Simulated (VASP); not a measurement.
Write the native input for VASP 6.6.1 that does the following.

```
Task                   : single point
Functional             : r2SCAN
Potentials or basis    : VASP PAW PBE potentials, release 64 (C)
Cutoff                 : 660 eV
k mesh                 : 12 × 12 × 12
Occupations            : gaussian, width 0.02 eV
Spin                   : no spin polarisation
Dipole correction      : no
Further INCAR settings : ALGO = Normal; EDIFF = 1e-06; NBANDS = 11
```

C:

```
C
1.0
     0.00000    1.76216    1.76216
     1.76216    0.00000    1.76216
     1.76216    1.76216    0.00000
C
2
Direct
  0.00000 0.00000 0.00000
  0.25000 0.25000 0.25000
```

This cell differs from its parent crystal: volume scaled by 0.97.

These files were run (other wordings do the same):

POSCAR

```
C
1.0
    0.0000000000      1.7621593300      1.7621593300
    1.7621593300      0.0000000000      1.7621593300
    1.7621593300      1.7621593300      0.0000000000
C
2
Direct
    0.0000000000      0.0000000000      0.0000000000
    0.2500000000      0.2500000000      0.2500000000
```

INCAR.step1

```
PREC = Accurate
ENCUT = 660
ISMEAR = 0
SIGMA = 0.02
LREAL = F
LASPH = T
NELM = 120
NBANDS = 11
GGA = PE
ALGO = Normal
EDIFF = 1E-5
LWAVE = T
LCHARG = F
GGA_COMPAT = F
```

INCAR.step2

```
PREC = Accurate
ENCUT = 660
EDIFF = 1E-6
ISMEAR = 0
SIGMA = 0.02
LREAL = F
LASPH = T
NELM = 120
ALGO = Normal
ISIF = 2
LWAVE = F
LCHARG = F
METAGGA = R2SCAN
LMIXTAU = T
NBANDS = 11
ISTART = 1
GGA_COMPAT = F
```

KPOINTS

```
regular mesh
0
Gamma
  12 12 12
```

Potentials or basis: VASP PAW PBE potentials, release 64 (C).

Command:

```sh
$ cat potpaw_PBE.64/C/POTCAR > POTCAR
$ cp INCAR.step1 INCAR
$ mpirun -np 1 vasp_std > vasp.out
$ cp INCAR.step2 INCAR
$ mpirun -np 1 vasp_std > vasp.out
```

It gave:

```json
{
 "Pressure": "14.7 GPa",
 "Band gap on the k mesh": "4.43 eV, indirect (least direct gap 5.94 eV)"
}
```

Caveat: the PAW data sets were made with another functional, which shifts forces and pressure a little.

Wall time 32 s on 1 thread of Intel Xeon 6975P-C (shared host), peak memory 0.14 GiB.
